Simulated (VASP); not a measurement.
# Si24H9F4 in VASP: single point with PBE+D3(BJ)

Aim: the single point of Si24H9F4 with PBE+D3(BJ).

Everything below comes from runs of VASP 6.6.1. Logs are shortened: lines on timing, memory, paths and dates and some standing lists are left out, and cuts for length are marked.

## 1. The cell of the first run

The cell holds a slab with vacuum, 37 atoms: a = 7.667 Å, b = 7.667 Å, c = 27.112 Å, α = 90.00°, β = 90.00°, γ = 90.00°.

## 2. Single point, PBE+D3(BJ)

Input file INCAR:

```
SYSTEM = Si24H9F4
  PREC = Accurate
  ENCUT = 520
  EDIFF = 1E-6
  ISMEAR = 0
  SIGMA = 0.05
  LREAL = Auto
  LASPH = .TRUE.
  NELM = 60
  ALGO = Normal
  ISIF = 2
  LWAVE = .FALSE.
  LCHARG = .TRUE.
  LDIPOL = .TRUE.
  IDIPOL = 3
  DIPOL = 0.5 0.5 0.437
  GGA = PE
  IVDW = 12
  LELF = .TRUE.
  LVHAR = .TRUE.
  LVACPOTAV = .TRUE.
  NBANDS = 90
```

Input file KPOINTS:

```
Automatic mesh
0
G
  2 2 1
  0 0 0
```

Input file POSCAR:

```
Si24H9F4
1.0
    7.6671877233      0.0000000000      0.0000000000
    0.0000000000      7.6671877233      0.0000000000
    0.0000000000      0.0000000000     27.1122849274
Si H F
24 9 4
Direct
    0.5000000000      0.2500000000      0.3257336817
    0.5000000000      0.7500000000      0.3257336817
    0.0000000000      0.2500000000      0.3257336817
    0.0000000000      0.7500000000      0.3257336817
    0.5000000000      0.5000000000      0.3757250458
    0.5000000000      0.0000000000      0.3757250458
    0.0000000000      0.5000000000      0.3757250458
    0.0000000000      0.0000000000      0.3757250458
    0.7500000000      0.5000000000      0.4257164099
    0.7500000000      0.0000000000      0.4257164099
    0.2500000000      0.5000000000      0.4257164099
    0.2500000000      0.0000000000      0.4257164099
    0.7500000000      0.7500000000      0.4748962617
    0.7500000000      0.2500000000      0.4732879883
    0.2500000000      0.7500000000      0.4766152211
    0.2500000000      0.2500000000      0.4775698757
   -0.0015330606      0.7500000000      0.5274985257
   -0.0074521622      0.2500000000      0.5256356158
    0.5015330606      0.7500000000      0.5274985257
    0.5074521622      0.2500000000      0.5256356158
    0.9091928937      0.0007676196      0.5700823182
    0.9091928937      0.4992323804      0.5700823182
    0.5908071063      0.0007676196      0.5700823182
    0.5908071063      0.4992323804      0.5700823182
    0.3517606299      0.2500000000      0.2909788489
    0.3514490829      0.7500000000      0.2911052489
    0.8491515885      0.2500000000      0.2918978987
    0.8496922973      0.7500000000      0.2917792055
    0.6508484115      0.2500000000      0.2918978987
    0.6503077027      0.7500000000      0.2917792055
    0.1482393701      0.2500000000      0.2909788489
    0.1485509171      0.7500000000      0.2911052489
    0.2500000000      0.7500000000      0.5468764710
    0.9768771694      0.0050179499      0.6266052660
    0.9768771694      0.4949820501      0.6266052660
    0.5231228306      0.0050179499      0.6266052660
    0.5231228306      0.4949820501      0.6266052660
```

Potentials or basis: VASP PAW PBE potentials, release 64 (Si, H, F).

Started as:

```
cat potpaw_PBE.64/Si/POTCAR potpaw_PBE.64/H/POTCAR potpaw_PBE.64/F/POTCAR > POTCAR
mpirun -np 1 vasp_std > vasp.out
```

OUTCAR:

```text
SYSTEM = Si24H9F4
   PREC = Accurate
   ENCUT = 520
   EDIFF = 1E-6
   ISMEAR = 0
   LREAL = Auto
   LASPH = .TRUE.
   NELM = 60
   ISIF = 2
   GGA = PE
   IVDW = 12
 IVDW          = 12

 ion  position               nearest neighbor table
   1  0.500  0.250  0.326-  29 1.48  25 1.48   5 2.35   6 2.35
   2  0.500  0.750  0.326-  30 1.47  26 1.48   5 2.35   6 2.35
   3  0.000  0.250  0.326-  27 1.48  31 1.48   7 2.35   8 2.35
   4  0.000  0.750  0.326-  28 1.47  32 1.48   7 2.35   8 2.35
   5  0.500  0.500  0.376-   9 2.35  11 2.35   1 2.35   2 2.35
   6  0.500  0.000  0.376-  10 2.35  12 2.35   1 2.35   2 2.35
   7  0.000  0.500  0.376-   9 2.35  11 2.35   3 2.35   4 2.35
   8  0.000  0.000  0.376-  10 2.35  12 2.35   3 2.35   4 2.35
   9  0.750  0.500  0.426-  14 2.31  13 2.33   5 2.35   7 2.35
  10  0.750  0.000  0.426-  14 2.31  13 2.33   6 2.35   8 2.35
  11  0.250  0.500  0.426-   5 2.35   7 2.35  15 2.36  16 2.38
  12  0.250  0.000  0.426-   6 2.35   8 2.35  15 2.36  16 2.38
  13  0.750  0.750  0.475-   9 2.33  10 2.33  17 2.38  19 2.38
  14  0.750  0.250  0.473-   9 2.31  10 2.31  18 2.34  20 2.34
  15  0.250  0.750  0.477-  33 1.90  12 2.36  11 2.36  19 2.37  17 2.37
  16  0.250  0.250  0.478-  18 2.37  20 2.37  11 2.38  12 2.38
  17  0.998  0.750  0.527-  33 2.00  22 2.34  21 2.34  15 2.37  13 2.38
  18  0.993  0.250  0.526-  14 2.34  21 2.35  22 2.35  16 2.37
  19  0.502  0.750  0.527-  33 2.00  24 2.34  23 2.34  15 2.37  13 2.38
  20  0.507  0.250  0.526-  14 2.34  23 2.35  24 2.35  16 2.37
  21  0.909  0.001  0.570-  34 1.62  17 2.34  18 2.35  23 2.44
  22  0.909  0.499  0.570-  35 1.62  17 2.34  18 2.35  24 2.44
  23  0.591  0.001  0.570-  36 1.62  19 2.34  20 2.35  21 2.44
  24  0.591  0.499  0.570-  37 1.62  19 2.34  20 2.35  22 2.44
  25  0.352  0.250  0.291-   1 1.48
  26  0.351  0.750  0.291-   2 1.48
  27  0.849  0.250  0.292-   3 1.48
  28  0.850  0.750  0.292-   4 1.47
  29  0.651  0.250  0.292-   1 1.48
  30  0.650  0.750  0.292-   2 1.47
  31  0.148  0.250  0.291-   3 1.48
  32  0.149  0.750  0.291-   4 1.48
  33  0.250  0.750  0.547-  15 1.90  17 2.00  19 2.00
  34  0.977  0.005  0.627-  21 1.62
  35  0.977  0.495  0.627-  22 1.62
  36  0.523  0.005  0.627-  23 1.62
  37  0.523  0.495  0.627-  24 1.62

  LATTYP: Found a simple tetragonal cell.
 ALAT       =     7.6671877233
 C/A-ratio  =     3.5361446603

  Lattice vectors:

 A1 = (   7.6671877233,   0.0000000000,   0.0000000000)
 A2 = (   0.0000000000,   7.6671877233,   0.0000000000)
 A3 = (   0.0000000000,   0.0000000000,  27.1122849274)

Analysis of symmetry for initial positions (statically):
=====================================================================
 Subroutine PRICEL returns:
 Original cell was already a primitive cell.

 Routine SETGRP: Setting up the symmetry group for a
 simple tetragonal supercell.

 Subroutine GETGRP returns: Found  4 space group operations
 (whereof  1 operations were pure point group operations)
 out of a pool of 16 trial point group operations.

The static configuration has the point symmetry C_1 .
 The point group associated with its full space group is C_2v.

Analysis of symmetry for dynamics (positions and initial velocities):
=====================================================================
 Subroutine PRICEL returns:
 Original cell was already a primitive cell.

 Routine SETGRP: Setting up the symmetry group for a
 simple tetragonal supercell.

 Subroutine GETGRP returns: Found  4 space group operations
 (whereof  1 operations were pure point group operations)
 out of a pool of 16 trial point group operations.

The dynamic configuration has the point symmetry C_1 .
 The point group associated with its full space group is C_2v.

 Subroutine INISYM returns: Found  4 space group operations
 (whereof  1 operations are pure point group operations),
 and found     1 'primitive' translations

----------------------------------------------------------------------------------------

                                     Primitive cell

  volume of cell :    1593.8165

  direct lattice vectors                    reciprocal lattice vectors
     7.667187723  0.000000000  0.000000000     0.130425918  0.000000000  0.000000000
     0.000000000  7.667187723  0.000000000     0.000000000  0.130425918  0.000000000
     0.000000000  0.000000000 27.112284927     0.000000000  0.000000000  0.036883649

  length of vectors
     7.667187723  7.667187723 27.112284927     0.130425918  0.130425918  0.036883649

  position of ions in fractional coordinates (direct lattice)
     0.500000000  0.250000000  0.325733682
     0.500000000  0.750000000  0.325733682
     0.000000000  0.250000000  0.325733682
     0.000000000  0.750000000  0.325733682
     0.500000000  0.500000000  0.375725046
     0.500000000  0.000000000  0.375725046
[... 29 lines left out ...]
     0.523122831  0.005017950  0.626605266
     0.523122831  0.494982050  0.626605266

  ion indices of the primitive-cell ions
   primitive index   ion index
                 1           1
                 2           2
                 3           3
                 4           4
                 5           5
                 6           6
[... 29 lines left out ...]
                36          36
                37          37

----------------------------------------------------------------------------------------

 KPOINTS: Automatic mesh

Automatic generation of k-mesh.
 Grid dimensions read from file:
 generate k-points for:    2    2    1

 Generating k-lattice:

  Cartesian coordinates                     Fractional coordinates (reciprocal lattice)
     0.065212959  0.000000000  0.000000000     0.500000000  0.000000000  0.000000000
     0.000000000  0.065212959  0.000000000     0.000000000  0.500000000  0.000000000
     0.000000000  0.000000000  0.036883649     0.000000000  0.000000000  1.000000000

  Length of vectors
     0.065212959  0.065212959  0.036883649

  Shift w.r.t. Gamma in fractional coordinates (k-lattice)
     0.000000000  0.000000000  0.000000000

 Subroutine IBZKPT returns following result:
 ===========================================

 Found      4 irreducible k-points:

 Following reciprocal coordinates:
            Coordinates               Weight
  0.000000  0.000000  0.000000      1.000000
  0.500000  0.000000  0.000000      1.000000
  0.000000  0.500000  0.000000      1.000000
  0.500000  0.500000  0.000000      1.000000
   k-points           NKPTS =      4   k-points in BZ     NKDIM =      4   number of bands    NBANDS=     90
   number of dos      NEDOS =    301   number of ions     NIONS =     37
   total plane-waves  NPLWV = 756000
   dimension x,y,z NGX =    60 NGY =   60 NGZ =  210
   dimension x,y,z NGXF=   120 NGYF=  120 NGZF=  420
   ions per type =              24   9   4
   NGX,Y,Z   is equivalent  to a cutoff of  13.01, 13.01, 12.88 a.u.
   NGXF,Y,Z  is equivalent  to a cutoff of  26.02, 26.02, 25.75 a.u.
 SYSTEM =  Si24H9F4
   PREC   = accura    normal or accurate (medium, high low for compatibility)
   ISTART =      0    job   : 0-new  1-cont  2-samecut
   ICHARG =      2    charge: 1-file 2-atom 10-const
   ISPIN  =      1    spin polarized calculation?
   LNONCOLLINEAR =      F non collinear calculations
   LSORBIT =      F    spin-orbit coupling
   LASPH  =      T    aspherical Exc in radial PAW
   ENCUT  =  520.0 eV  38.22 Ry    6.18 a.u.  14.26 14.26 50.41*2*pi/ulx,y,z
   NELM   =     60;   NELMIN=  2; NELMDL= -5     # of ELM steps
   EDIFF  = 0.1E-05   stopping-criterion for ELM
   LREAL  =      T    real-space projection
   EDIFFG = 0.1E-04   stopping-criterion for IOM
   NSW    =      0    number of steps for IOM
   IBRION =     -1    ionic relax: 0-MD 1-quasi-New 2-CG
   NFREE  =      0    steps in history (QN), initial steepest desc. (CG)
   ISIF   =      2    stress and relaxation
   ISYM   =      2    0-nonsym 1-usesym 2-fastsym
   POTIM  = 0.5000    time-step for ionic-motion
   TEBEG  =    0.0;   TEEND  =   0.0 temperature during run
   PSTRESS=    0.0 pullay stress
   NELECT =     133.0000    total number of electrons
   NUPDOWN=      -1.0000    fix difference up-down
   EMIN   =  10.00;   EMAX   =-10.00  energy-range for DOS
   EFERMI =   0.00;   METHOD = LEGACY
   ISMEAR =     0;   SIGMA  =   0.05  broadening in eV -4-tet -1-fermi 0-gaus
   EFERMI_NEDOS =   21; number of points for ismear=-14 and -15
   IALGO  =     38    algorithm
   IMIX   =      4    mixing-type and parameters
     AMIX     =   0.40;   BMIX     =  1.00
     AMIX_MAG =   1.60;   BMIX_MAG =  1.00
  volume/ion in A,a.u.               =      43.08       290.69
  Fermi-wavevector in a.u.,A,eV,Ry     =   0.715395  1.351901  6.963327  0.511790
  Thomas-Fermi vector in A             =   1.803545
   LORBIT       =      0    0 simple, 1 ext, 2 COOP (PROOUT), +10 PAW based schemes
   GGA     = PE    functional components
   LHFCALC =     F    Hartree Fock is set to
   AEXX    =    0.0000 exact exchange contribution
   IVDW    =    12    specifies the selected vdW correction
   LEPSILON=     F    determine dielectric tensor
   LRPA    =     F    only Hartree local field effects (RPA)
 non-spin polarized calculation
 Gauss-broadening in eV      SIGMA  =   0.05
  energy-cutoff  :      520.00
  volume of cell :     1593.82
 maximum number of plane-waves:     42968
 NGX is ok and might be reduce to    60
   NGX = 29   NGY = 29   NGZ =101

 number of electron     132.9999999 magnetization

 dipolmoment           0.000000      0.000000      0.572134 electrons x Angstroem

 Free energy of the ion-electron system (eV)
  ---------------------------------------------------
  ext. energy  EPLUGINS =         0.00000000
  ---------------------------------------------------
  free energy    TOTEN  =      -177.03422528 eV

  energy without entropy =     -177.03422528  energy(sigma->0) =     -177.03422528

 E-fermi :  -1.5143     XC(G=0):  -3.7412

 val. band max:       -1.7383454746   @ k =   0.0000   0.5000   0.0000
 cond. band min:      -1.0299146535   @ k =   0.0000   0.0000   0.0000
 fundamental gap:      0.7084308211
 Fermi energy:        -1.5142633244

 k-point     1 :       0.0000    0.0000    0.0000
  band No.  band energies     occupation
      1     -26.3446      2.00000
      2     -26.3316      2.00000
      3     -26.3142      2.00000
      4     -26.3024      2.00000
      5     -13.5410      2.00000
      6     -12.6343      2.00000
[... 70 lines left out ...]
     77       0.4765      0.00000
     78       0.5519      0.00000

 k-point     2 :       0.5000    0.0000    0.0000
  band No.  band energies     occupation
      1     -26.3431      2.00000
      2     -26.3303      2.00000
      3     -26.3157      2.00000
      4     -26.3038      2.00000
      5     -13.1158      2.00000
      6     -12.9240      2.00000
[... 70 lines left out ...]
     77       0.6990      0.00000
     78       0.7472      0.00000

 k-point     3 :       0.0000    0.5000    0.0000
  band No.  band energies     occupation
      1     -26.3393      2.00000
      2     -26.3370      2.00000
      3     -26.3094      2.00000
      4     -26.3073      2.00000
      5     -13.0730      2.00000
      6     -12.9679      2.00000
[... 70 lines left out ...]
     77       0.7562      0.00000
     78       0.9258      0.00000

 k-point     4 :       0.5000    0.5000    0.0000
  band No.  band energies     occupation
      1     -26.3379      2.00000
      2     -26.3356      2.00000
      3     -26.3108      2.00000
      4     -26.3087      2.00000
      5     -12.6119      2.00000
      6     -12.5493      2.00000
[... 70 lines left out ...]
     77       1.2465      0.00000
     78       1.2990      0.00000
 [bands above 78 left out]

------------------------ aborting loop because EDIFF is reached ----------------------------------------

 Edisp (eV)   -6.37136

 E8    (eV) :    -2.6244

  FORCE on cell =-STRESS in cart. coord.  units (eV):
  Direction    XX          YY          ZZ          XY          YZ          ZX
  --------------------------------------------------------------------------------------
  -------------------------------------------------------------------------------------
  Total      12.58253     2.78006    -0.95869     0.00000     0.00000     0.00000
  in kB      12.64854     2.79464    -0.96371     0.00000     0.00000     0.00000
  external pressure =        4.83 kB  Pullay stress =        0.00 kB

 VOLUME and BASIS-vectors are now :
 -----------------------------------------------------------------------------
  energy-cutoff  :      520.00
  volume of cell :     1593.82
      direct lattice vectors                 reciprocal lattice vectors
     7.667187723  0.000000000  0.000000000     0.130425918  0.000000000  0.000000000
     0.000000000  7.667187723  0.000000000     0.000000000  0.130425918  0.000000000
     0.000000000  0.000000000 27.112284927     0.000000000  0.000000000  0.036883649

 POSITION                                       TOTAL-FORCE (eV/Angst)
 -----------------------------------------------------------------------------------
      3.83359      1.91680      8.83138        -0.094914      0.000000      0.226056
      3.83359      5.75039      8.83138        -0.097954      0.000000      0.163391
      0.00000      1.91680      8.83138         0.094914      0.000000      0.226056
      0.00000      5.75039      8.83138         0.097954      0.000000      0.163391
      3.83359      3.83359     10.18676         0.127499      0.040569     -0.101059
      3.83359      0.00000     10.18676         0.127499     -0.040569     -0.101059
[... 29 lines left out ...]
      4.01088      0.03847     16.98870        -0.070969      0.005230      0.208462
      4.01088      3.79512     16.98870        -0.070969     -0.005230      0.208462
 -----------------------------------------------------------------------------------
    total drift:                                0.000000      0.000000      0.011460

  FREE ENERGIE OF THE ION-ELECTRON SYSTEM (eV)
  ---------------------------------------------------
  free  energy   TOTEN  =      -183.4055876475 eV

  energy  without entropy=     -183.4055876475  energy(sigma->0) =     -183.40558765

 vacuum level on the upper side and lower side of the slab         4.590         2.829
```

Run time: 39 min. Hardware: 1 thread of Oxide Virtual Turin-like, shared host; peak memory 1.6 GiB.

What came out:

| Quantity | Value |
| --- | --- |
| Free energy | -183.4056 eV |
| Largest force | 0.464 eV/Å |
| Dispersion energy per atom | -0.172 eV |

Forces on the atoms (eV/Å):
```
Si  -0.095  0.000  0.226
Si  -0.098  0.000  0.163
Si   0.095  0.000  0.226
Si   0.098  0.000  0.163
Si   0.127  0.041 -0.101
Si   0.127 -0.041 -0.101
Si  -0.127  0.041 -0.101
Si  -0.127 -0.041 -0.101
Si   0.000  0.115 -0.449
Si   0.000 -0.115 -0.449
Si   0.000 -0.163  0.256
Si   0.000  0.163  0.256
Si   0.000  0.000 -0.005
Si   0.000  0.000 -0.002
Si   0.000  0.000  0.004
Si   0.000  0.000  0.009
Si  -0.003  0.000 -0.008
Si   0.000  0.000  0.001
Si   0.003  0.000 -0.008
Si   0.000  0.000  0.001
Si  -0.065 -0.008 -0.219
Si  -0.065  0.008 -0.219
Si   0.065 -0.008 -0.219
Si   0.065  0.008 -0.219
H   -0.001  0.000  0.009
H    0.008  0.000  0.009
H   -0.003  0.000  0.007
H    0.017  0.000  0.011
H    0.003  0.000  0.007
H   -0.017  0.000  0.011
H    0.001  0.000  0.009
H   -0.008  0.000  0.009
H    0.000  0.000 -0.008
F    0.071  0.005  0.208
F    0.071 -0.005  0.208
F   -0.071  0.005  0.208
F   -0.071 -0.005  0.208
```

Caveat: the k points lie up to 0.41 Å⁻¹ apart; an odd number of electrons without spin polarisation forces a metal; a magnetic or distorted state may lie lower.
